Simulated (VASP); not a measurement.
# Ti (Pm-3m) in VASP: a series of runs

Ti is run at these levels: PBE; tasks: single point.

Everything below comes from runs of VASP 6.6.1. Logs are shortened: lines on timing, memory, paths and dates and some standing lists are left out, and cuts for length are marked.

### 1 The cell of the first run

It takes space group Pm-3m (No. 221, cubic). The conventional cell has a = 2.609 Å, b = 2.609 Å, c = 2.609 Å, α = 90.00°, β = 90.00°, γ = 90.00°. Ti (site symmetry m-3m) has 6 Ti at 2.61 Å within 3.4 Å.

### 2 Single point, PBE (volume scaled by 0.96)

Input file INCAR:

```
PREC = Accurate
ENCUT = 520
EDIFF = 1E-6
ISMEAR = -1
SIGMA = 0.1
LREAL = False
LASPH = True
NELM = 100
ALGO = Normal
ISIF = 2
LWAVE = False
LCHARG = False
GGA = PE
NBANDS = 12
```

Input file KPOINTS:

```
regular mesh
0
Gamma
  13 13 13
```

Input file POSCAR:

```
Ti
1.0
    2.6092452170      0.0000000000      0.0000000000
    0.0000000000      2.6092452170      0.0000000000
    0.0000000000      0.0000000000      2.6092452170
Ti
1
Direct
    0.0000000000      0.0000000000      0.0000000000
```

Potentials or basis: VASP PAW PBE potentials, release 64 (Ti_sv).

Command:

```sh
cat potpaw_PBE.64/Ti_sv/POTCAR > POTCAR
mpirun -np 1 vasp_std > vasp.out
```

OUTCAR:

```text
PREC = Accurate
   ENCUT = 520
   EDIFF = 1E-6
   ISMEAR = -1
   LREAL = False
   LASPH = True
   NELM = 100
   ISIF = 2
   GGA = PE

 ion  position               nearest neighbor table
   1  0.000  0.000  0.000-

  LATTYP: Found a simple cubic cell.
 ALAT       =     2.6092452170

  Lattice vectors:

 A1 = (   2.6092452170,   0.0000000000,   0.0000000000)
 A2 = (   0.0000000000,   2.6092452170,   0.0000000000)
 A3 = (   0.0000000000,   0.0000000000,   2.6092452170)

Analysis of symmetry for initial positions (statically):
=====================================================================
 Subroutine PRICEL returns:
 Original cell was already a primitive cell.

 Routine SETGRP: Setting up the symmetry group for a
 simple cubic supercell.

 Subroutine GETGRP returns: Found 48 space group operations
 (whereof 48 operations were pure point group operations)
 out of a pool of 48 trial point group operations.

The static configuration has the point symmetry O_h .

Analysis of symmetry for dynamics (positions and initial velocities):
=====================================================================
 Subroutine PRICEL returns:
 Original cell was already a primitive cell.

 Routine SETGRP: Setting up the symmetry group for a
 simple cubic supercell.

 Subroutine GETGRP returns: Found 48 space group operations
 (whereof 48 operations were pure point group operations)
 out of a pool of 48 trial point group operations.

The dynamic configuration has the point symmetry O_h .

 Subroutine INISYM returns: Found 48 space group operations
 (whereof 48 operations are pure point group operations),
 and found     1 'primitive' translations

----------------------------------------------------------------------------------------

                                     Primitive cell

  volume of cell :      17.7642

  direct lattice vectors                    reciprocal lattice vectors
     2.609245217  0.000000000  0.000000000     0.383252595  0.000000000  0.000000000
     0.000000000  2.609245217  0.000000000     0.000000000  0.383252595  0.000000000
     0.000000000  0.000000000  2.609245217     0.000000000  0.000000000  0.383252595

  length of vectors
     2.609245217  2.609245217  2.609245217     0.383252595  0.383252595  0.383252595

  position of ions in fractional coordinates (direct lattice)
     0.000000000  0.000000000  0.000000000

  ion indices of the primitive-cell ions
   primitive index   ion index
                 1           1

----------------------------------------------------------------------------------------

 KPOINTS: regular mesh

Automatic generation of k-mesh.
 Grid dimensions read from file:
 generate k-points for:   13   13   13

 Generating k-lattice:

  Cartesian coordinates                     Fractional coordinates (reciprocal lattice)
     0.029480969  0.000000000  0.000000000     0.076923077  0.000000000  0.000000000
     0.000000000  0.029480969  0.000000000     0.000000000  0.076923077  0.000000000
     0.000000000  0.000000000  0.029480969     0.000000000  0.000000000  0.076923077

  Length of vectors
     0.029480969  0.029480969  0.029480969

  Shift w.r.t. Gamma in fractional coordinates (k-lattice)
     0.000000000  0.000000000  0.000000000

 Subroutine IBZKPT returns following result:
 ===========================================

 Found     84 irreducible k-points:

 Following reciprocal coordinates:
            Coordinates               Weight
  0.000000  0.000000  0.000000      1.000000
  0.076923  0.000000  0.000000      6.000000
  0.153846  0.000000  0.000000      6.000000
  0.230769  0.000000  0.000000      6.000000
  0.307692  0.000000  0.000000      6.000000
  0.384615  0.000000  0.000000      6.000000
[... 16 lines left out ...]
  0.307692  0.307692  0.000000     12.000000
  0.384615  0.307692  0.000000     24.000000
 [... further k-points ...]
   k-points           NKPTS =     84   k-points in BZ     NKDIM =     84   number of bands    NBANDS=     12
   number of dos      NEDOS =    301   number of ions     NIONS =      1
   total plane-waves  NPLWV =   8000
   dimension x,y,z NGX =    20 NGY =   20 NGZ =   20
   dimension x,y,z NGXF=    40 NGYF=   40 NGZF=   40
   ions per type =               1
   NGX,Y,Z   is equivalent  to a cutoff of  12.74, 12.74, 12.74 a.u.
   NGXF,Y,Z  is equivalent  to a cutoff of  25.49, 25.49, 25.49 a.u.
 SYSTEM =  unknown system
   PREC   = accura    normal or accurate (medium, high low for compatibility)
   ISTART =      0    job   : 0-new  1-cont  2-samecut
   ICHARG =      2    charge: 1-file 2-atom 10-const
   ISPIN  =      1    spin polarized calculation?
   LNONCOLLINEAR =      F non collinear calculations
   LSORBIT =      F    spin-orbit coupling
   LASPH  =      T    aspherical Exc in radial PAW
   ENCUT  =  520.0 eV  38.22 Ry    6.18 a.u.   4.85  4.85  4.85*2*pi/ulx,y,z
   NELM   =    100;   NELMIN=  2; NELMDL= -5     # of ELM steps
   EDIFF  = 0.1E-05   stopping-criterion for ELM
   LREAL  =      F    real-space projection
   EDIFFG = 0.1E-04   stopping-criterion for IOM
   NSW    =      0    number of steps for IOM
   IBRION =     -1    ionic relax: 0-MD 1-quasi-New 2-CG
   NFREE  =      0    steps in history (QN), initial steepest desc. (CG)
   ISIF   =      2    stress and relaxation
   ISYM   =      2    0-nonsym 1-usesym 2-fastsym
   POTIM  = 0.5000    time-step for ionic-motion
   TEBEG  =    0.0;   TEEND  =   0.0 temperature during run
   PSTRESS=    0.0 pullay stress
   NELECT =      12.0000    total number of electrons
   NUPDOWN=      -1.0000    fix difference up-down
   EMIN   =  10.00;   EMAX   =-10.00  energy-range for DOS
   EFERMI =   0.00;   METHOD = LEGACY
   ISMEAR =    -1;   SIGMA  =   0.10  broadening in eV -4-tet -1-fermi 0-gaus
   EFERMI_NEDOS =   21; number of points for ismear=-14 and -15
   IALGO  =     38    algorithm
   IMIX   =      4    mixing-type and parameters
     AMIX     =   0.40;   BMIX     =  1.00
     AMIX_MAG =   1.60;   BMIX_MAG =  1.00
  volume/ion in A,a.u.               =      17.76       119.88
  Fermi-wavevector in a.u.,A,eV,Ry     =   1.436438  2.714475 28.073654  2.063355
  Thomas-Fermi vector in A             =   2.555627
   LORBIT       =      0    0 simple, 1 ext, 2 COOP (PROOUT), +10 PAW based schemes
   GGA     = PE    functional components
   LHFCALC =     F    Hartree Fock is set to
   AEXX    =    0.0000 exact exchange contribution
   IVDW    =     0    specifies the selected vdW correction
   LEPSILON=     F    determine dielectric tensor
   LRPA    =     F    only Hartree local field effects (RPA)
 non-spin polarized calculation
  energy-cutoff  :      520.00
  volume of cell :       17.76
 maximum number of plane-waves:       490
 NGX is ok and might be reduce to    20
   NGX =  9   NGY =  9   NGZ =  9

 number of electron      11.9999995 magnetization

 Free energy of the ion-electron system (eV)
  ---------------------------------------------------
  ext. energy  EPLUGINS =         0.00000000
  ---------------------------------------------------
  free energy    TOTEN  =        -7.02875528 eV

  energy without entropy =       -6.95696930  energy(sigma->0) =       -6.99286229

 E-fermi :   7.9048     XC(G=0): -11.2848

 val. band max:        7.8811847553   @ k =   0.4615   0.1538   0.0769
 cond. band min:       7.9129290949   @ k =   0.2308   0.1538   0.1538
 fundamental gap:      0.0317443396
 Fermi energy:         7.9047753620

 k-point     1 :       0.0000    0.0000    0.0000
  band No.  band energies     occupation
      1     -48.6313      2.00000
      2     -24.3687      2.00000
      3     -24.3687      2.00000
      4     -24.3687      2.00000
      5       2.1119      2.00000
      6       6.5448      2.00000
      7       6.5448      2.00000
      8      11.9599      0.00000
      9      11.9599      0.00000
     10      11.9599      0.00000
     11      23.9660      0.00000
     12      23.9660      0.00000

 k-point     2 :       0.0769    0.0000    0.0000
  band No.  band energies     occupation
      1     -48.6234      2.00000
      2     -24.4260      2.00000
      3     -24.3639      2.00000
      4     -24.3639      2.00000
      5       2.2699      2.00000
      6       6.5839      2.00000
      7       6.6611      1.99999
      8      11.8246      0.00000
      9      11.8246      0.00000
     10      11.9699      0.00000
     11      22.7937      0.00000
     12      24.2206      0.00000

 k-point     3 :       0.1538    0.0000    0.0000
  band No.  band energies     occupation
      1     -48.6012      2.00000
      2     -24.5828      2.00000
      3     -24.3504      2.00000
      4     -24.3504      2.00000
      5       2.7232      2.00000
      6       6.6942      1.99999
      7       6.9845      1.99980
      8      11.4698      0.00000
      9      11.4698      0.00000
     10      11.9977      0.00000
     11      20.7138      0.00000
     12      24.9350      0.00000

 k-point     4 :       0.2308    0.0000    0.0000
  band No.  band energies     occupation
      1     -48.5698      2.00000
      2     -24.7997      2.00000
      3     -24.3313      2.00000
      4     -24.3313      2.00000
      5       3.4165      2.00000
      6       6.8551      1.99994
      7       7.4275      1.98324
      8      11.0110      0.00000
      9      11.0110      0.00000
     10      12.0371      0.00000
     11      18.7090      0.00000
     12      25.9986      0.00000

 k-point     5 :       0.3077    0.0000    0.0000
  band No.  band energies     occupation
      1     -48.5361      2.00000
      2     -25.0248      2.00000
      3     -24.3109      2.00000
      4     -24.3109      2.00000
      5       4.2718      2.00000
      6       7.0335      1.99967
      7       7.8201      1.39996
      8      10.5661      0.00000
      9      10.5661      0.00000
     10      12.0793      0.00000
     11      17.0736      0.00000
     12      25.9337      0.00000

 k-point     6 :       0.3846    0.0000    0.0000
  band No.  band energies     occupation
      1     -48.5080      2.00000
      2     -25.2077      2.00000
      3     -24.2940      2.00000
      4     -24.2940      2.00000
      5       5.1803      2.00000
      6       7.1878      1.99846
      7       7.9444      0.80461
      8      10.2236      0.00000
      9      10.2236      0.00000
     10      12.1146      0.00000
     11      15.9816      0.00000
     12      25.2323      0.00000

 k-point     7 :       0.4615    0.0000    0.0000
  band No.  band energies     occupation
      1     -48.4921      2.00000
      2     -25.3095      2.00000
      3     -24.2844      2.00000
      4     -24.2844      2.00000
      5       5.9117      2.00000
      6       7.2778      1.99622
      7       7.7673      1.59618
      8      10.0392      0.00000
      9      10.0392      0.00000
     10      12.1346      0.00000
     11      15.4806      0.00000
     12      24.8488      0.00000

 k-point     8 :       0.0769    0.0769    0.0000
  band No.  band energies     occupation
      1     -48.6154      2.00000
      2     -24.4246      2.00000
      3     -24.4172      2.00000
      4     -24.3590      2.00000
      5       2.4263      2.00000
      6       6.6606      1.99999
      7       6.7409      1.99998
      8      11.6831      0.00000
      9      11.8063      0.00000
     10      11.8659      0.00000
     11      22.9826      0.00000
     12      23.0288      0.00000
[... 166 lines left out ...]
 k-point    20 :       0.3077    0.2308    0.0000
  band No.  band energies     occupation
      1     -48.4765      2.00000
      2     -24.9701      2.00000
      3     -24.7221      2.00000
      4     -24.2750      2.00000
      5       5.1545      2.00000
      6       7.3360      1.99325
      7       8.6379      0.00131
      8      10.1272      0.00000
      9      10.7117      0.00000
     10      11.2493      0.00000
     11      17.8194      0.00000
     12      21.2389      0.00000

 k-point    21 :       0.3846    0.2308    0.0000
  band No.  band energies     occupation
      1     -48.4489      2.00000
      2     -25.1475      2.00000
      3     -24.7003      2.00000
      4     -24.2585      2.00000
      5       5.7615      2.00000
      6       7.2508      1.99712
      7       8.6813      0.00085
      8      10.3974      0.00000
      9      10.7404      0.00000
     10      11.2998      0.00000
     11      16.3525      0.00000
     12      22.0529      0.00000

 k-point    22 :       0.4615    0.2308    0.0000
  band No.  band energies     occupation
      1     -48.4333      2.00000
      2     -25.2465      2.00000
      3     -24.6878      2.00000
      4     -24.2492      2.00000
      5       6.2065      2.00000
      6       7.0789      1.99948
      7       8.6451      0.00122
      8      10.2245      0.00000
      9      11.3317      0.00000
     10      11.3763      0.00000
     11      15.3870      0.00000
     12      22.7570      0.00000

 k-point    23 :       0.3077    0.3077    0.0000
  band No.  band energies     occupation
      1     -48.4439      2.00000
      2     -24.9528      2.00000
      3     -24.9249      2.00000
      4     -24.2555      2.00000
      5       5.5048      2.00000
      6       7.2932      1.99559
      7       9.4248      0.00000
      8      10.2363      0.00000
      9      10.7314      0.00000
     10      10.9103      0.00000
     11      17.4575      0.00000
     12      20.4438      0.00000

 k-point    24 :       0.3846    0.3077    0.0000
  band No.  band energies     occupation
      1     -48.4166      2.00000
      2     -25.1148      2.00000
      3     -24.9131      2.00000
      4     -24.2393      2.00000
      5       5.6850      2.00000
      6       7.3112      1.99473
      7       9.7646      0.00000
      8      10.4924      0.00000
      9      10.9059      0.00000
     10      11.0484      0.00000
     11      16.2911      0.00000
     12      20.7796      0.00000

 [... further k-points ...]
[... 5 lines left out ...]
  --------------------------------------------------------------------------------------
  -------------------------------------------------------------------------------------
  Total        0.3507180      0.3507180      0.3507180      0.0000000      0.0000000     -0.0000000
  in kB       31.6318015     31.6318015     31.6318015      0.0000000      0.0000000     -0.0000000
  external PRESSURE =      31.6318015 kB  Pullay stress =       0.0000000 kB

 VOLUME and BASIS-vectors are now :
 -----------------------------------------------------------------------------
  energy-cutoff  :      520.00
  volume of cell :       17.76
      direct lattice vectors                 reciprocal lattice vectors
     2.609245217  0.000000000  0.000000000     0.383252595  0.000000000  0.000000000
     0.000000000  2.609245217  0.000000000     0.000000000  0.383252595  0.000000000
     0.000000000  0.000000000  2.609245217     0.000000000  0.000000000  0.383252595

 POSITION                                       TOTAL-FORCE (eV/Angst)
 -----------------------------------------------------------------------------------
      0.00000      0.00000      0.00000         0.000000      0.000000      0.000000
 -----------------------------------------------------------------------------------
    total drift:                                0.000000      0.000000      0.000000

  FREE ENERGIE OF THE ION-ELECTRON SYSTEM (eV)
  ---------------------------------------------------
  free  energy   TOTEN  =        -7.0287552771 eV

  energy  without entropy=       -6.9569693027  energy(sigma->0) =       -6.99286229
```

Run time: 7.7 s. Hardware: 1 thread of Intel Xeon Platinum 8488C (Sapphire Rapids), shared host; peak memory 0.13 GiB.

Results:

| Quantity | Value |
| --- | --- |
| Free energy | -7.0288 eV |
| Pressure | 3.2 GPa |
| Band gap on the k mesh | zero (band 6 reaches 8.60 eV, above the bottom of band 7 at 6.54 eV) |

(Continued in part 2 of 2.)
